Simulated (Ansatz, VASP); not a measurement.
**NbTe: VASP beside Ansatz**

```
Te Nb
1.0
     3.67812    0.00000    0.00000
    -1.83906    3.18535    0.00000
     0.00000    0.00000    3.66942
Te Nb
1 1
Cartesian
  1.8391 1.0618 0.0000
  0.0000 0.0000 1.8347
```

Alike in both runs: task single point; functional HSE06; k mesh 6 × 6 × 4; occupations fermi-dirac, width 0.05 eV; no spin polarisation.

```csv
,VASP,Ansatz
version,VASP 6.6.1,Ansatz 0.2.0
potentials or method,"VASP PAW PBE potentials, release 64 (Te, Nb_sv)",Ansatz PAW
plane-wave cutoff (eV),520,420
valence electrons in the cell,19,29
```

Ansatz gave:

| Item | Value |
| --- | --- |
| gap on the k mesh at the Fermi level (eV) | none |
| pressure (GPa) | -2.6 |
| traceless stress, the component that is largest in VASP (GPa) | 2.03 |

Task: Which values does VASP return?

Result: gap on the k mesh at the Fermi level (eV): none; pressure (GPa): -3.1; traceless stress, the component that is largest in VASP (GPa): 1.90.

A gap of «none» marks a metal or a gap that the smearing closes. VASP's potentials hold 19 valence electrons a cell and Ansatz's 29, so a difference there can come from the potentials and not from the codes.

The k mesh is coarse, so the values compare programs but aren't converged. Neither program's run includes spin-orbit coupling.
